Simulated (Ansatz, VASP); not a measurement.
Si5F: VASP beside Ansatz

Contents of INCAR:

```
PREC = Accurate
ENCUT = 520
EDIFF = 1E-6
ISMEAR = 0
SIGMA = 0.1
LREAL = F
LASPH = T
NELM = 60
ALGO = Normal
ISIF = 2
LWAVE = F
LCHARG = F
GGA = PE
NBANDS = 22
```

The input KPOINTS:

```
regular mesh
0
Gamma
  6 6 2
```

POSCAR

```
Si5F
1.0
    2.8730201800      0.0000000000      0.0000000000
   -1.4365100900      2.4881084700      0.0000000000
    0.0000000000      0.0000000000     14.7469713100
Si F
5 1
Direct
    0.6666666700      0.3333333300      0.8184250000
    0.3333333300      0.6666666700      0.6598208500
    0.6666666700      0.3333333300      0.5000000000
    0.3333333300      0.6666666700      0.3401791500
    0.6666666700      0.3333333300      0.1815750000
    0.3333333300      0.6666666700      0.0000000000
```

Input for Ansatz:

```yaml
crystal:
  lattice:
    - [2.87302018, 0.0, 0.0]
    - [-1.43651009, 2.48810847, 0.0]
    - [0.0, 0.0, 14.74697131]
  atoms:
    - { symbol: Si, position: [0.66666667, 0.33333333, 0.818425] }
    - { symbol: Si, position: [0.33333333, 0.66666667, 0.65982085] }
    - { symbol: Si, position: [0.66666667, 0.33333333, 0.5] }
    - { symbol: Si, position: [0.33333333, 0.66666667, 0.34017915] }
    - { symbol: Si, position: [0.66666667, 0.33333333, 0.181575] }
    - { symbol: F, position: [0.33333333, 0.66666667, 0.0] }
basis:
  ecutwfc: 420
kpoints:
  mp_grid: { grid: [6, 6, 2] }
hamiltonian:
  xc: pbe
scf:
  occupations: { method: gaussian, width: 0.1 }
  lower_state_search: "off"
output:
  forces: true
  stress: true
  eigenvalues: true
```

Change from the starting cell: species swapped into the CeMg5 type (P-6m2, No. 187).

Alike in both runs: task single point; functional PBE; k mesh 6 × 6 × 2; occupations gaussian, width 0.1 eV; no spin polarisation.

|  | VASP | Ansatz |
| --- | --- | --- |
| version | VASP 6.6.1 | Ansatz 0.2.0 |
| potentials or method | VASP PAW PBE potentials, release 64 (Si, F), cutoff 520 eV | scalar-relativistic, plane waves, PAW |
| valence electrons in the cell | 27 | 27 |

```tsv
	VASP	Ansatz	Ansatz less VASP
gap on the k mesh at the Fermi level (eV)	none	none	-
pressure (GPa)	-10.5	-10.4	+0.08
traceless stress, the component that is largest in VASP (GPa)	-6.51	-6.55	-0.047
rms of the force components (eV/Å)	0.218	0.218	+0.0005
```

Atom by atom the forces differ by 0.000 eV/Å (rms over components). A gap of «none» marks a metal or a gap that the smearing closes.

The k mesh is coarse, so the values compare programs but aren't converged.
